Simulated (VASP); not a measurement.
A run of VASP 6.6.1:

File INCAR:

```
  ALGO = Normal
  EDIFF = 1E-6
  ENCUT = 910
  GGA = PS
  GGA_COMPAT = F
  ISIF = 2
  ISMEAR = 0
  LASPH = T
  LCHARG = T
  LELF = T
  LREAL = F
  LVHAR = T
  LWAVE = F
  NBANDS = 25
  NELM = 120
  PREC = Accurate
  SIGMA = 0.01
```

Contents of KPOINTS:

```
k-points
0
Gamma
  8 8 8
```

The input POSCAR:

```
CO2
1.0
   -1.6281559079      1.6281559079      3.0111474675
    1.6281559079     -1.6281559079      3.0111474675
    1.6281559079      1.6281559079     -3.0111474675
C O
2 4
Direct
    0.0000000000      0.0000000000      0.0000000000
    0.7500000000      0.2500000000      0.5000000000
    0.3750000000      0.3528161736      0.4778161736
    0.6471838264      0.1250000000      1.0221838264
    0.8750000000      0.8971838264      0.5221838264
    0.1028161736      0.6250000000     -0.0221838264
```

Potentials or basis: VASP PAW PBE potentials, release 64 (C_h, O_h).

Command:

```bash
$ cat potpaw_PBE.64/C_h/POTCAR potpaw_PBE.64/O_h/POTCAR > POTCAR
$ mpirun -np 1 vasp_std > vasp.out
```

Hardware: 1 thread of Intel(R) Xeon(R) 6975P-C (Granite Rapids), on a shared host.

Estimate the wall time of this run.

It took 100 s on 1 thread of Intel(R) Xeon(R) 6975P-C (Granite Rapids), with other jobs on the host, peak memory 0.26 GiB. Counts: scf iterations 13, k points 59.
